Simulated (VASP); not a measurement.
A run of VASP 6.6.1:

The input INCAR:

```
SYSTEM = YSe
PREC = Accurate ; ENCUT = 520
EDIFF = 1E-6 ; ISMEAR = 0
SIGMA = 0.15 ; LREAL = .False.
LASPH = .True. ; NELM = 60
ALGO = Normal ; ISIF = 2
LWAVE = .False. ; LCHARG = .False.
GGA = PS ; NBANDS = 16
```

The input KPOINTS:

```
regular mesh
0
Gamma
  14 14 14
  0 0 0
```

The input POSCAR:

```
YSe
1.0
    0.0000000000      2.8318750000      2.8750000000
    2.8318750000      0.0000000000      2.8750000000
    2.8318750000      2.8318750000      0.0000000000
Y Se
1 1
Direct
    0.0000000000      0.0000000000      0.0000000000
    0.5000000000      0.5000000000      0.5000000000
```

Potentials or basis: VASP PAW PBE potentials, release 64 (Y_sv, Se).

Launch:

```sh
$ cat potpaw_PBE.64/Y_sv/POTCAR potpaw_PBE.64/Se/POTCAR > POTCAR
$ mpirun -np 1 vasp_std > vasp.out
```

Hardware: 1 thread of Intel(R) Xeon(R) 6975P-C (Granite Rapids), on a shared host.

**Question.** How long does it take, and how much memory?

**Answer.** Run time: 69 s on 1 thread of Intel(R) Xeon(R) 6975P-C (Granite Rapids), with other jobs on the host, peak memory 0.35 GiB. Counts: scf iterations 13, k points 244.
